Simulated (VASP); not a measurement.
A run of VASP 6.6.1 is set up as follows.

The input INCAR:

```
SYSTEM = Ge
  PREC = Accurate
  ENCUT = 520
  EDIFF = 1E-8
  ISMEAR = -1
  SIGMA = 0.05
  LREAL = .FALSE.
  LASPH = .TRUE.
  NELM = 80
  ALGO = Normal
  ISIF = 2
  LWAVE = .FALSE.
  LCHARG = .FALSE.
  GGA = PE
  IBRION = 8
  NSW = 1
```

Contents of KPOINTS:

```
Automatic mesh
0
G
  10 10 6
  0 0 0
```

File POSCAR:

```
Ge
1.0
    1.4880529250     -2.5946896100      0.0000000000
    1.4880529250      2.5946896100      0.0000000000
    0.0000000000      0.0000000000      4.7275957900
Ge
2
Direct
    0.3334466300      0.6665533700      0.2500000000
    0.6665533700      0.3334466300      0.7500000000
```

Potentials or basis: VASP PAW PBE potentials, release 64 (Ge_d).

Launch:

```bash
$ cat potpaw_PBE.64/Ge_d/POTCAR > POTCAR
$ mpirun -np 1 vasp_std > vasp.out
```

Problem. What does it give for the highest phonon frequency at Γ?

Solution. 33 cm⁻¹.

Phonon frequencies in cm⁻¹ (negative: imaginary):
```tsv
q point	frequencies
(0.000, 0.000, 0.000)	0 0 0 18 25 33
```

Caveat: the cell stands under pressure or tension, which shifts response properties.
